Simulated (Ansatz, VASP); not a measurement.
## One calculation of CaF, two programs

```
Ca F
1.0
     2.90099    0.00000    0.00000
     0.00000    2.90099    0.00000
     0.00000    0.00000    4.41922
Ca F
1 1
Direct
  0.00000 0.00000 0.50000
  0.00000 0.00000 0.00000
```

Alike in both runs: task single point; functional PBE; k mesh 6 × 6 × 4; occupations gaussian, width 0.1 eV; collinear spin.

```csv
,VASP,Ansatz
version,VASP 6.6.1,Ansatz 0.2.0
potentials or method,"VASP PAW PBE potentials, release 64 (Ca_sv, F), cutoff 600 eV","scalar-relativistic, plane waves, PAW"
valence electrons in the cell,17,17
```

Ansatz gave:

- gap on the k mesh at the Fermi level (eV): none
- pressure (GPa): 6.8
- traceless stress, the component that is largest in VASP (GPa): -20.23
- net moment per atom (μB): 0.00
- size of the moment on the site where the two differ most (μB): 0.00

Problem. Which values does VASP return?

Solution. gap on the k mesh at the Fermi level (eV): none; pressure (GPa): 7.4; traceless stress, the component that is largest in VASP (GPa): -20.13; net moment per atom (μB): 0.11; size of the moment on the site where the two differ most (μB): 0.08.

The net moments are unlike, so the other rows may belong to different states. Site moments also hang on the region over which each program counts them. A gap of «none» marks a metal or a gap that the smearing closes. Ansatz's warnings: negative dielectric reading, seeded moment not kept.

The k mesh is coarse, so the values compare programs but aren't converged.
